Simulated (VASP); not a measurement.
# I (I4_1/amd) in VASP: further runs

Runs on I. Level: PBE. Tasks: single point.

Program: VASP 6.6.1. These are calculated values, not measurements. Logs are shortened: lines on timing, memory, paths and dates and some standing lists are left out, and cuts for length are marked.

## Step 1: The cell of the first run

The structure is tetragonal, space group I4_1/amd (No. 141). Conventional cell: a = 5.099 Å, b = 5.099 Å, c = 2.681 Å, α = 90.00°, β = 90.00°, γ = 90.00°. I (site symmetry -4m2) has 10 I at 2.64 to 3.25 Å within 3.5 Å.

## Step 2: Single point, PBE (17.43 Å³/atom)

INCAR

```
PREC = Accurate ; ENCUT = 520
EDIFF = 1E-6 ; ISMEAR = -1
SIGMA = 0.1 ; LREAL = F
LASPH = T ; NELM = 60
ALGO = Normal ; ISIF = 2
LWAVE = F ; LCHARG = F
GGA = PE ; NBANDS = 14
```

KPOINTS

```
Automatic mesh
0
Gamma
  12 12 12
```

POSCAR

```
I
1.0
   -2.5494348670      2.5494348670      1.3407417896
    2.5494348670     -2.5494348670      1.3407417896
    2.5494348670      2.5494348670     -1.3407417896
I
2
Direct
   -0.3750000000     -0.1250000000     -0.2500000000
    0.3750000000      0.1250000000      0.2500000000
```

Potentials or basis: VASP PAW PBE potentials, release 64 (I).

Launch:

```sh
> cat potpaw_PBE.64/I/POTCAR > POTCAR
> mpirun -np 1 vasp_std > vasp.out
```

OUTCAR:

```text
PREC = Accurate
   ENCUT = 520
   EDIFF = 1E-6
   ISMEAR = -1
   LREAL = F
   LASPH = T
   NELM = 60
   ISIF = 2
   GGA = PE

 ion  position               nearest neighbor table
   1  0.625  0.875  0.750-   2 2.64   2 2.64   2 2.64   2 2.64   2 3.25   2 3.25   2 3.25   2 3.25

   2  0.375  0.125  0.250-   1 2.64   1 2.64   1 2.64   1 2.64   1 3.25   1 3.25   1 3.25   1 3.25

  LATTYP: Found a body centered tetragonal cell.
 ALAT       =     5.0988697340
 C/A-ratio  =     0.5258976438

  Lattice vectors:

 A1 = (  -2.5494348670,   2.5494348670,   1.3407417896)
 A2 = (   2.5494348670,  -2.5494348670,   1.3407417896)
 A3 = (   2.5494348670,   2.5494348670,  -1.3407417896)

Analysis of symmetry for initial positions (statically):
=====================================================================
 Subroutine PRICEL returns:
 Original cell was already a primitive cell.

 Routine SETGRP: Setting up the symmetry group for a
 body centered tetragonal supercell.

 Subroutine GETGRP returns: Found 16 space group operations
 (whereof  4 operations were pure point group operations)
 out of a pool of 16 trial point group operations.

The static configuration has the point symmetry C_2h.
 The point group associated with its full space group is D_4h.

Analysis of symmetry for dynamics (positions and initial velocities):
=====================================================================
 Subroutine PRICEL returns:
 Original cell was already a primitive cell.

 Routine SETGRP: Setting up the symmetry group for a
 body centered tetragonal supercell.

 Subroutine GETGRP returns: Found 16 space group operations
 (whereof  4 operations were pure point group operations)
 out of a pool of 16 trial point group operations.

The dynamic configuration has the point symmetry C_2h.
 The point group associated with its full space group is D_4h.

 Subroutine INISYM returns: Found 16 space group operations
 (whereof  4 operations are pure point group operations),
 and found     1 'primitive' translations

----------------------------------------------------------------------------------------

                                     Primitive cell

  volume of cell :      34.8572

  direct lattice vectors                    reciprocal lattice vectors
    -2.549434867  2.549434867  1.340741790     0.000000000  0.196121896  0.372927885
     2.549434867 -2.549434867  1.340741790     0.196121896  0.000000000  0.372927885
     2.549434867  2.549434867 -1.340741790     0.196121896  0.196121896  0.000000000

[... 93 lines left out ...]
   PSTRESS=    0.0 pullay stress
   NELECT =      14.0000    total number of electrons
   NUPDOWN=      -1.0000    fix difference up-down
   EMIN   =  10.00;   EMAX   =-10.00  energy-range for DOS
   EFERMI =   0.00;   METHOD = LEGACY
   ISMEAR =    -1;   SIGMA  =   0.10  broadening in eV -4-tet -1-fermi 0-gaus
   EFERMI_NEDOS =   21; number of points for ismear=-14 and -15
   IALGO  =     38    algorithm
   IMIX   =      4    mixing-type and parameters
     AMIX     =   0.40;   BMIX     =  1.00
     AMIX_MAG =   1.60;   BMIX_MAG =  1.00
  volume/ion in A,a.u.               =      17.43       117.61
  Fermi-wavevector in a.u.,A,eV,Ry     =   1.207869  2.282542 19.850187  1.458948
  Thomas-Fermi vector in A             =   2.343494
   LORBIT       =      0    0 simple, 1 ext, 2 COOP (PROOUT), +10 PAW based schemes
   GGA     = PE    functional components
   LHFCALC =     F    Hartree Fock is set to
   AEXX    =    0.0000 exact exchange contribution
   IVDW    =     0    specifies the selected vdW correction
   LEPSILON=     F    determine dielectric tensor
   LRPA    =     F    only Hartree local field effects (RPA)
 non-spin polarized calculation
  energy-cutoff  :      520.00
  volume of cell :       34.86
 maximum number of plane-waves:       954
 NGX is ok and might be reduce to    30
   NGX = 15   NGY = 15   NGZ = 15

 number of electron      14.0000002 magnetization

 Free energy of the ion-electron system (eV)
  ---------------------------------------------------
  ext. energy  EPLUGINS =         0.00000000
  ---------------------------------------------------
  free energy    TOTEN  =         6.12759416 eV

  energy without entropy =        6.15866466  energy(sigma->0) =        6.14312941

 E-fermi :  17.2738     XC(G=0): -12.4362

 val. band max:       17.2713698506   @ k =   0.3333   0.2500   0.0000
 cond. band min:      17.2890119891   @ k =  -0.3333  -0.4167   0.0833
 fundamental gap:      0.0176421385
 Fermi energy:        17.2737973937

 k-point     1 :       0.0000    0.0000    0.0000
  band No.  band energies     occupation
      1      -4.3814      2.00000
      2       4.4015      2.00000
      3       7.7763      2.00000
      4       7.7763      2.00000
      5      15.5428      2.00000
      6      18.0676      0.00071
      7      18.0676      0.00071
      8      19.5528      0.00000
      9      19.9021      0.00000
     10      23.0066      0.00000
     11      24.0571      0.00000
     12      25.8136      0.00000
     13      26.7740      0.00000
     14      26.7756      0.00000
[... 377 lines left out ...]
      1      -1.9377      2.00000
      2       2.3087      2.00000
      3       8.2920      2.00000
      4      10.8098      2.00000
      5      12.4988      2.00000
      6      13.5558      2.00000
      7      14.3166      2.00000
      8      17.5272      0.14695
      9      20.1752      0.00000
     10      21.8957      0.00000
     11      22.7594      0.00000
     12      27.1657      0.00000
     13      28.1401      0.00000
     14      30.7882      0.00000

 [... further k-points ...]

------------------------ aborting loop because EDIFF is reached ----------------------------------------

  FORCE on cell =-STRESS in cart. coord.  units (eV):
  Direction    XX          YY          ZZ          XY          YZ          ZX
  --------------------------------------------------------------------------------------
  -------------------------------------------------------------------------------------
  Total       27.2727207     27.2727207     27.2712588      0.0000000     -0.0000000     -0.0000000
  in kB     1253.5627190   1253.5627190   1253.4955253      0.0000000     -0.0000000     -0.0000000
  external PRESSURE =    1253.5403211 kB  Pullay stress =       0.0000000 kB

 VOLUME and BASIS-vectors are now :
 -----------------------------------------------------------------------------
  energy-cutoff  :      520.00
  volume of cell :       34.86
      direct lattice vectors                 reciprocal lattice vectors
    -2.549434867  2.549434867  1.340741790     0.000000000  0.196121896  0.372927885
     2.549434867 -2.549434867  1.340741790     0.196121896  0.000000000  0.372927885
     2.549434867  2.549434867 -1.340741790     0.196121896  0.196121896  0.000000000

 POSITION                                       TOTAL-FORCE (eV/Angst)
 -----------------------------------------------------------------------------------
      2.54943      1.27472      1.00556        -0.000000      0.000000     -0.000000
      0.00000      1.27472      0.33519         0.000000     -0.000000      0.000000
 -----------------------------------------------------------------------------------
    total drift:                                0.000000     -0.000000      0.000000

  FREE ENERGIE OF THE ION-ELECTRON SYSTEM (eV)
  ---------------------------------------------------
  free  energy   TOTEN  =         6.1275941631 eV

  energy  without entropy=        6.1586646588  energy(sigma->0) =        6.14312941
```

stdout:

```text
POSCAR found type information on POSCAR I
 POSCAR found :  1 types and       2 ions
 scaLAPACK will be used
 LDA part: xc-table for (Slater+PW92), standard interpolation
 POSCAR, INCAR and KPOINTS ok, starting setup
 FFT: planning ... GRIDC
 FFT: planning ... GRID_SOFT
 FFT: planning ... GRID
 WAVECAR not read
 entering main loop
```

It took 2.5 min on 1 thread of Intel Xeon Platinum 8259CL at 2.50GHz (Skylake/Cascade Lake), shared host; peak memory 0.21 GiB.

Results:

* Free energy: 6.1276 eV
* Pressure: 125.4 GPa
* Band gap on the k mesh: zero (bands 7 and 8 overlap by 7.34 eV)

Caveat: the cell stands under pressure; spin-orbit coupling is left out, which moves the levels of the heavy elements.

## Step 3: Single point, PBE (17.43 Å³/atom)

INCAR

```
SYSTEM = I
PREC = Accurate
ENCUT = 520
EDIFF = 1E-6
ISMEAR = -1
SIGMA = 0.1
LREAL = .FALSE.
LASPH = .TRUE.
NELM = 60
ALGO = Normal
ISIF = 2
LWAVE = .FALSE.
LCHARG = .FALSE.
GGA = PE
NBANDS = 14
```

KPOINTS

```
Automatic mesh
0
G
  12 12 12
  0 0 0
```

POSCAR is that of step 2.

Potentials or basis: VASP PAW PBE potentials, release 64 (I).

Launch:

```sh
> cat potpaw_PBE.64/I/POTCAR > POTCAR
> mpirun -np 1 vasp_std > vasp.out
```

Wall time 2.4 min (1 thread of Intel Xeon Platinum 8259CL at 2.50GHz (Skylake/Cascade Lake), shared host); peak memory 0.21 GiB.

The run converged. Its results:

```yaml
Free_energy: 6.1276 eV
Pressure: 125.4 GPa
Band_gap_on_the_k_mesh: zero (bands 7 and 8 overlap by 7.34 eV)
```

Levels at points of the mesh, in eV from the Fermi level:
```tsv
k point	band 5	band 6	band 7	band 8	band 9	band 10
(0.00, 0.00, 0.00)	-1.73	0.79	0.79	2.28	2.63	5.73
(0.50, 0.00, 0.00)	-8.09	-3.18	-2.96	-1.06	3.05	5.80
(0.50, 0.50, 0.00)	-4.91	-4.91	1.78	1.78	6.50	6.50
(0.50, 0.50, 0.50)	0.66	0.66	4.34	4.34	9.61	9.61
```

Caveat: the cell stands under pressure; spin-orbit coupling is left out, which moves the levels of the heavy elements.

## Step 4: Single point, PBE (19.61 Å³/atom)

This run uses another cell than the first one, of 19.61 Å³/atom.

INCAR

```
  ALGO = Normal
  EDIFF = 1E-7
  ENCUT = 520
  GGA = PE
  ISIF = 2
  ISMEAR = -1
  LASPH = T
  LCHARG = T
  LELF = T
  LREAL = F
  LVHAR = T
  LWAVE = F
  NBANDS = 14
  NELM = 60
  PREC = Accurate
  SIGMA = 0.1
```

KPOINTS

```
k-points
0
Gamma
  12 12 12
```

POSCAR

```
I
1.0
   -2.6606162032      2.6606162032      1.3849083939
    2.6606162032     -2.6606162032      1.3849083939
    2.6606162032      2.6606162032     -1.3849083939
I
2
Direct
   -0.3750000000     -0.1250000000     -0.2500000000
    0.3750000000      0.1250000000      0.2500000000
```

Potentials or basis: VASP PAW PBE potentials, release 64 (I).

Launch:

```sh
> cat potpaw_PBE.64/I/POTCAR > POTCAR
> mpirun -np 1 vasp_std > vasp.out
```

OUTCAR:

```text
EDIFF = 1E-7
   ENCUT = 520
   GGA = PE
   ISIF = 2
   ISMEAR = -1
   LASPH = T
   LREAL = F
   NELM = 60
   PREC = Accurate

 ion  position               nearest neighbor table
   1  0.625  0.875  0.750-   2 2.75   2 2.75   2 2.75   2 2.75   2 3.38   2 3.38   2 3.38   2 3.38

   2  0.375  0.125  0.250-   1 2.75   1 2.75   1 2.75   1 2.75   1 3.38   1 3.38   1 3.38   1 3.38

  LATTYP: Found a body centered tetragonal cell.
 ALAT       =     5.3212324064
[... 599 lines left out ...]
 [... further k-points ...]

------------------------ aborting loop because EDIFF is reached ----------------------------------------

  FORCE on cell =-STRESS in cart. coord.  units (eV):
  Direction    XX          YY          ZZ          XY          YZ          ZX
  --------------------------------------------------------------------------------------
  -------------------------------------------------------------------------------------
  Total       20.2691971     20.2691971     20.3997921     -0.0000000     -0.0000000      0.0000000
  in kB      828.1359276    828.1359276    833.4716289     -0.0000000     -0.0000000      0.0000000
  external PRESSURE =     829.9144947 kB  Pullay stress =       0.0000000 kB

 VOLUME and BASIS-vectors are now :
 -----------------------------------------------------------------------------
  energy-cutoff  :      520.00
  volume of cell :       39.21
      direct lattice vectors                 reciprocal lattice vectors
    -2.660616203  2.660616203  1.384908394     0.000000000  0.187926391  0.361034710
     2.660616203 -2.660616203  1.384908394     0.187926391  0.000000000  0.361034710
     2.660616203  2.660616203 -1.384908394     0.187926391  0.187926391  0.000000000

 POSITION                                       TOTAL-FORCE (eV/Angst)
 -----------------------------------------------------------------------------------
      2.66062      1.33031      1.03868         0.000000      0.000000      0.000000
      0.00000      1.33031      0.34623        -0.000000     -0.000000     -0.000000
 -----------------------------------------------------------------------------------
    total drift:                                0.000000     -0.000000      0.000000

  FREE ENERGIE OF THE ION-ELECTRON SYSTEM (eV)
  ---------------------------------------------------
  free  energy   TOTEN  =         3.3433688507 eV

  energy  without entropy=        3.3790500169  energy(sigma->0) =        3.36120943
```

OSZICAR:

```text
N       E                     dE             d eps       ncg     rms          rms(c)
DAV:   1     0.688040383210E+02    0.68804E+02   -0.59273E+03  4564   0.871E+02
DAV:   2     0.644676248985E+01   -0.62357E+02   -0.57282E+02  6246   0.144E+02
DAV:   3     0.335366822792E+01   -0.30931E+01   -0.30658E+01  5848   0.348E+01
DAV:   4     0.332037700807E+01   -0.33291E-01   -0.33286E-01  5782   0.446E+00
DAV:   5     0.331985475919E+01   -0.52225E-03   -0.52224E-03  5992   0.571E-01    0.291E+01
DAV:   6     0.333708852571E+01    0.17234E-01   -0.74417E-03  5620   0.465E-01    0.174E+01
DAV:   7     0.334315360035E+01    0.60651E-02   -0.12236E-02  5494   0.594E-01    0.412E-01
DAV:   8     0.334337729523E+01    0.22369E-03   -0.60934E-04  5680   0.150E-01    0.119E-01
DAV:   9     0.334336987292E+01   -0.74223E-05   -0.21919E-05  6082   0.288E-02    0.384E-02
DAV:  10     0.334336855164E+01   -0.13213E-05   -0.24349E-06  5656   0.906E-03    0.136E-02
DAV:  11     0.334336868683E+01    0.13518E-06   -0.27263E-07  5890   0.357E-03    0.246E-03
DAV:  12     0.334336881284E+01    0.12601E-06   -0.55004E-09  3806   0.563E-04    0.275E-03
DAV:  13     0.334336885073E+01    0.37886E-07   -0.17461E-09  3512   0.273E-04
   1 F= 0.33433689E+01 E0= 0.33612094E+01  d E =-.356812E-01
```

It took 2.8 min on 1 thread of Intel Xeon Platinum 8259CL at 2.50GHz (Skylake/Cascade Lake), shared host; peak memory 0.22 GiB.

What came out:

* Free energy: 3.3434 eV
* Pressure: 83.0 GPa
* Band gap on the k mesh: zero (bands 7 and 8 overlap by 6.26 eV)

Levels at points of the mesh, in eV from the Fermi level:
```
           k point  band 3  band 4  band 5  band 6  band 7  band 8  band 9  band 10  band 11  band 12
(0.00, 0.00, 0.00)   -8.50   -8.50   -0.81    0.48    0.48    1.99    2.23     5.68     6.73     8.31
(0.50, 0.00, 0.00)   -9.46   -8.28   -7.15   -3.01   -2.22   -1.24    3.36     5.71     6.16     7.79
(0.50, 0.50, 0.00)   -5.67   -5.67   -4.69   -4.69    1.69    1.69    6.64     6.64     7.48     7.48
(0.50, 0.50, 0.50)  -11.20  -11.20    0.81    0.81    3.30    3.30    9.05     9.05    10.32    10.32
```

Caveat: the cell stands under pressure; spin-orbit coupling is left out, which moves the levels of the heavy elements.

## Step 5: Single point, PBE (23.96 Å³/atom)

This run uses another cell than the first one, of 23.96 Å³/atom.

INCAR

```
ALGO = Normal
EDIFF = 1E-6
ENCUT = 520
GGA = PE
ISIF = 2
ISMEAR = -1
LASPH = T
LCHARG = F
LREAL = F
LWAVE = F
NBANDS = 14
NELM = 80
PREC = Accurate
SIGMA = 0.1
```

KPOINTS is that of step 4.

POSCAR

```
I
1.0
   -2.8735847323      2.8735847323      1.4510676878
    2.8735847323     -2.8735847323      1.4510676878
    2.8735847323      2.8735847323     -1.4510676878
I
2
Direct
   -0.3750000000     -0.1250000000     -0.2500000000
    0.3750000000      0.1250000000      0.2500000000
```

Launch:

```sh
> cat potpaw_PBE.64/I/POTCAR > POTCAR
> mpirun -np 1 vasp_std > vasp.out
```

It took 1.9 min on 1 thread of Intel Xeon Platinum 8259CL at 2.50GHz (Skylake/Cascade Lake), shared host; peak memory 0.24 GiB.

Results (log left out):

```
Free energy            : 0.1913 eV
Pressure               : 38.8 GPa
Band gap on the k mesh : zero (bands 7 and 8 overlap by 4.48 eV)
```

Stress tensor (GPa, compression positive):
```
38.91  0.00  0.00
 0.00 38.91  0.00
 0.00  0.00 38.48
```

Levels at points of the mesh, in eV from the Fermi level:
```tsv
k point	band 5	band 6	band 7	band 8	band 9	band 10
(0.00, 0.00, 0.00)	0.07	0.07	0.77	1.85	1.96	5.82
(0.50, 0.00, 0.00)	-5.50	-2.53	-1.28	-1.08	4.01	5.35
(0.50, 0.50, 0.00)	-4.17	-4.17	1.74	1.74	7.06	7.06
(0.50, 0.50, 0.50)	1.23	1.23	1.90	1.90	8.48	8.48
```

Caveat: the cell stands under pressure; spin-orbit coupling is left out, which moves the levels of the heavy elements.

## Step 6: Overview

| cell | gap on the mesh (eV) | pressure (GPa) |
| --- | --- | --- |
| a = 3.847 Å, angles 97.0, 97.0, 139.2°, 2 atoms | none | 125.4 |
| a = 4.009 Å, angles 96.9, 96.9, 139.6°, 2 atoms | none | 83.0 |
| a = 4.315 Å, angles 96.5, 96.5, 140.7°, 2 atoms | none | 38.8 |

Alike in all rows: task single point; level PBE; potentials or basis VASP PAW PBE potentials, release 64 (I); no spin polarisation; k mesh 12 × 12 × 12; cutoff (eV) 520; smearing fermi-dirac 0.1 eV.

Caveats: the cell stands under pressure; spin-orbit coupling is left out, which moves the levels of the heavy elements.

Absolute energies hang on the potentials; compare differences alone.

The gap in the log of VASP goes by the Fermi energy; the results here count the filled bands.